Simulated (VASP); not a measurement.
# Pd (R-3m) in VASP: single point with PBEsol

Aim: the single point of Pd with PBEsol.

Program: VASP 6.6.1. These are calculated values, not measurements. Logs are shortened: lines on timing, memory, paths and dates and some standing lists are left out, and cuts for length are marked.

## 1. The cell of the first run

Symmetry: R-3m, No. 166, trigonal system. The conventional cell has a = 4.829 Å, b = 4.829 Å, c = 2.630 Å, α = 90.00°, β = 90.00°, γ = 120.00°. Within 3.5 Å of Pd (site symmetry -3m) lie 14 Pd at 2.63 to 3.29 Å.

## 2. Single point, PBEsol (strained)

The input, INCAR:

```
SYSTEM = Pd
ALGO = Fast ; EDIFF = 1E-7
ENCUT = 520 ; GGA = PS
ISIF = 2 ; ISMEAR = 0
LASPH = .TRUE. ; LCHARG = .FALSE.
LREAL = .FALSE. ; LWAVE = .FALSE.
NBANDS = 11 ; NELM = 100
PREC = Accurate ; SIGMA = 0.1
```

The input, KPOINTS:

```
k-points
0
G
  18 18 18
  0 0 0
```

The input, POSCAR:

```
Pd
1.0
   -1.5184932670      1.5184932670      1.5184932670
    1.6442757470     -1.6442757470      1.7700582270
    1.6442757470      1.7700582270     -1.6442757470
Pd
1
Direct
    0.0000000000      0.0000000000      0.0000000000
```

Potentials or basis: VASP PAW PBE potentials, release 64 (Pd).

Command:

```console
cat potpaw_PBE.64/Pd/POTCAR > POTCAR
mpirun -np 1 vasp_std > vasp.out
```

OUTCAR:

```text
SYSTEM = Pd
   EDIFF = 1E-7
   ENCUT = 520
   GGA = PS
   ISIF = 2
   ISMEAR = 0
   LASPH = .TRUE.
   LREAL = .FALSE.
   NELM = 100
   PREC = Accurate

 ion  position               nearest neighbor table
   1  0.000  0.000  0.000-

  LATTYP: Found a trigonal (rhomboedric) cell.
 ALAT       =     2.9223948384
 COS(alpha) =    -0.3650049136

  Lattice vectors:

 A1 = (  -1.6442757470,   1.6442757470,  -1.7700582270)
 A2 = (  -1.6442757470,  -1.7700582270,   1.6442757470)
 A3 = (   1.7700582270,   1.6442757470,   1.6442757470)

Analysis of symmetry for initial positions (statically):
=====================================================================
 Subroutine PRICEL returns:
 Original cell was already a primitive cell.

 Routine SETGRP: Setting up the symmetry group for a
 trigonal (rhombohedral) supercell.

 Subroutine GETGRP returns: Found 12 space group operations
 (whereof 12 operations were pure point group operations)
 out of a pool of 12 trial point group operations.

The static configuration has the point symmetry D_3d.

Analysis of symmetry for dynamics (positions and initial velocities):
=====================================================================
 Subroutine PRICEL returns:
 Original cell was already a primitive cell.

 Routine SETGRP: Setting up the symmetry group for a
 trigonal (rhombohedral) supercell.

 Subroutine GETGRP returns: Found 12 space group operations
 (whereof 12 operations were pure point group operations)
 out of a pool of 12 trial point group operations.

The dynamic configuration has the point symmetry D_3d.

 Subroutine INISYM returns: Found 12 space group operations
 (whereof 12 operations are pure point group operations),
 and found     1 'primitive' translations

----------------------------------------------------------------------------------------

                                     Primitive cell

  volume of cell :      17.7021

  direct lattice vectors                    reciprocal lattice vectors
    -1.518493267  1.518493267  1.518493267    -0.024260586  0.317143475  0.317143475
     1.644275747 -1.644275747  1.770058227     0.292882889  0.000000000  0.292882889
     1.644275747  1.770058227 -1.644275747     0.292882889  0.292882889  0.000000000

  length of vectors
     2.630107489  2.922394838  2.922394838     0.449164273  0.414198955  0.414198955

  position of ions in fractional coordinates (direct lattice)
     0.000000000  0.000000000  0.000000000

  ion indices of the primitive-cell ions
[... 81 lines left out ...]
   ISYM   =      2    0-nonsym 1-usesym 2-fastsym
   POTIM  = 0.5000    time-step for ionic-motion
   TEBEG  =    0.0;   TEEND  =   0.0 temperature during run
   PSTRESS=    0.0 pullay stress
   NELECT =      10.0000    total number of electrons
   NUPDOWN=      -1.0000    fix difference up-down
   EMIN   =  10.00;   EMAX   =-10.00  energy-range for DOS
   EFERMI =   0.00;   METHOD = LEGACY
   ISMEAR =     0;   SIGMA  =   0.10  broadening in eV -4-tet -1-fermi 0-gaus
   EFERMI_NEDOS =   21; number of points for ismear=-14 and -15
   IALGO  =     68    algorithm
   IMIX   =      4    mixing-type and parameters
     AMIX     =   0.40;   BMIX     =  1.00
     AMIX_MAG =   1.60;   BMIX_MAG =  1.00
  volume/ion in A,a.u.               =      17.70       119.46
  Fermi-wavevector in a.u.,A,eV,Ry     =   1.353318  2.557400 24.918659  1.831470
  Thomas-Fermi vector in A             =   2.480583
   LORBIT       =      0    0 simple, 1 ext, 2 COOP (PROOUT), +10 PAW based schemes
   GGA     = PS    functional components
   LHFCALC =     F    Hartree Fock is set to
   AEXX    =    0.0000 exact exchange contribution
   IVDW    =     0    specifies the selected vdW correction
   LEPSILON=     F    determine dielectric tensor
   LRPA    =     F    only Hartree local field effects (RPA)
 non-spin polarized calculation
 RMM-DIIS sequential band-by-band and
 Gauss-broadening in eV      SIGMA  =   0.10
  energy-cutoff  :      520.00
  volume of cell :       17.70
 maximum number of plane-waves:       490
   NGX =  9   NGY = 11   NGZ = 11

 number of electron      10.0000003 magnetization

 Free energy of the ion-electron system (eV)
  ---------------------------------------------------
  ext. energy  EPLUGINS =         0.00000000
  ---------------------------------------------------
  free energy    TOTEN  =        -5.58516676 eV

  energy without entropy =       -5.57712487  energy(sigma->0) =       -5.58114581

 E-fermi :   6.8275     XC(G=0): -12.2585

 val. band max:        6.8265741744   @ k =  -0.1111   0.3889   0.2222
 cond. band min:       6.8299153929   @ k =  -0.3333   0.5000   0.3333
 fundamental gap:      0.0033412185
 Fermi energy:         6.8275470308

 k-point     1 :       0.0000    0.0000    0.0000
  band No.  band energies     occupation
      1       0.9365      2.00000
      2       3.7863      2.00000
      3       4.8798      2.00000
      4       4.8798      2.00000
      5       6.2927      2.00000
      6       6.2927      2.00000
      7      24.3208      0.00000
      8      25.9082      0.00000
      9      25.9082      0.00000
     10      31.8479      0.00000
     11      31.8601      0.00000
[... 309 lines left out ...]
 k-point    24 :      -0.2778    0.0556    0.0000
  band No.  band energies     occupation
      1       2.8286      2.00000
      2       4.4037      2.00000
      3       4.9429      2.00000
      4       5.6571      2.00000
      5       5.7301      2.00000
      6       6.0479      2.00000
      7      21.9001      0.00000
      8      23.5764      0.00000
      9      26.2123      0.00000
     10      27.2071      0.00000
     11      28.9449      0.00000

 [... further k-points ...]

------------------------ aborting loop because EDIFF is reached ----------------------------------------

  FORCE on cell =-STRESS in cart. coord.  units (eV):
  Direction    XX          YY          ZZ          XY          YZ          ZX
  --------------------------------------------------------------------------------------
  -------------------------------------------------------------------------------------
  Total       -2.2223851     -2.2223851     -2.2223851     -0.6166209      0.6166209     -0.6166209
  in kB     -201.1430473   -201.1430473   -201.1430473    -55.8089593     55.8089593    -55.8089593
  external PRESSURE =    -201.1430473 kB  Pullay stress =       0.0000000 kB

 VOLUME and BASIS-vectors are now :
 -----------------------------------------------------------------------------
  energy-cutoff  :      520.00
  volume of cell :       17.70
      direct lattice vectors                 reciprocal lattice vectors
    -1.518493267  1.518493267  1.518493267    -0.024260586  0.317143475  0.317143475
     1.644275747 -1.644275747  1.770058227     0.292882889  0.000000000  0.292882889
     1.644275747  1.770058227 -1.644275747     0.292882889  0.292882889  0.000000000

 POSITION                                       TOTAL-FORCE (eV/Angst)
 -----------------------------------------------------------------------------------
      0.00000      0.00000      0.00000        -0.000000      0.000000      0.000000
 -----------------------------------------------------------------------------------
    total drift:                               -0.000000      0.000000      0.000000

  FREE ENERGIE OF THE ION-ELECTRON SYSTEM (eV)
  ---------------------------------------------------
  free  energy   TOTEN  =        -5.5851667583 eV

  energy  without entropy=       -5.5771248695  energy(sigma->0) =       -5.58114581
```

OSZICAR:

```text
N       E                     dE             d eps       ncg     rms          rms(c)
DAV:   1     0.413039504508E+02    0.41304E+02   -0.50267E+03 12808   0.832E+02
DAV:   2    -0.526814405959E+01   -0.46572E+02   -0.45055E+02 14398   0.176E+02
DAV:   3    -0.587234798688E+01   -0.60420E+00   -0.60087E+00 15095   0.213E+01
DAV:   4    -0.587579141818E+01   -0.34434E-02   -0.34431E-02 14971   0.170E+00
DAV:   5    -0.587584162443E+01   -0.50206E-04   -0.50205E-04 15737   0.184E-01    0.527E+00
RMM:   6    -0.559197466216E+01    0.28387E+00   -0.49319E-01 12940   0.632E+00    0.231E+00
RMM:   7    -0.558741852185E+01    0.45561E-02   -0.63251E-03 14326   0.845E-01    0.133E+00
RMM:   8    -0.558516814721E+01    0.22504E-02   -0.73110E-04 15208   0.252E-01    0.582E-02
RMM:   9    -0.558516445988E+01    0.36873E-05   -0.10850E-04 16154   0.787E-02    0.194E-02
RMM:  10    -0.558516651997E+01   -0.20601E-05   -0.27272E-05 17034   0.316E-02    0.128E-02
RMM:  11    -0.558516685263E+01   -0.33265E-06   -0.36111E-06 16306   0.113E-02    0.664E-03
RMM:  12    -0.558516672639E+01    0.12624E-06   -0.82488E-07 14895   0.521E-03    0.404E-04
RMM:  13    -0.558516675826E+01   -0.31873E-07   -0.17473E-07 11861   0.223E-03
   1 F= -.55851668E+01 E0= -.55811458E+01  d E =-.804189E-02
```

Run time: 41 s. Hardware: 1 thread of Intel Xeon 6975P-C (Granite Rapids), shared host; peak memory 0.22 GiB.

What came out:

```yaml
Free_energy: -5.5852 eV
Pressure: -20.1 GPa
Band_gap_on_the_k_mesh: zero (band 5 reaches 7.52 eV, above the bottom of band 6 at 5.92 eV)
```

Stress tensor (GPa, compression positive):
```
-20.11  -5.58  -5.58
 -5.58 -20.11   5.58
 -5.58   5.58 -20.11
```

Levels at points of the mesh, in eV from the Fermi level:
```csv
k point,band 1,band 2,band 3,band 4,band 5,band 6,band 7,band 8,band 9,band 10
"(0.00, 0.00, 0.00)",-5.89,-3.04,-1.95,-1.95,-0.53,-0.53,17.49,19.08,19.08,25.02
"(0.50, 0.00, 0.00)",-4.02,-2.97,-0.85,-0.80,0.58,2.23,7.51,14.20,15.54,21.30
"(0.00, 0.50, 0.00)",-4.17,-3.40,-0.50,-0.29,0.31,1.21,5.73,13.68,18.13,20.87
"(0.50, 0.50, 0.50)",-3.93,-3.93,-0.09,-0.09,0.69,8.50,8.67,8.67,15.03,15.70
```

Caveat: the cell differs from its parent crystal (strained); the PAW data sets were made with another functional, which shifts forces and pressure a little.
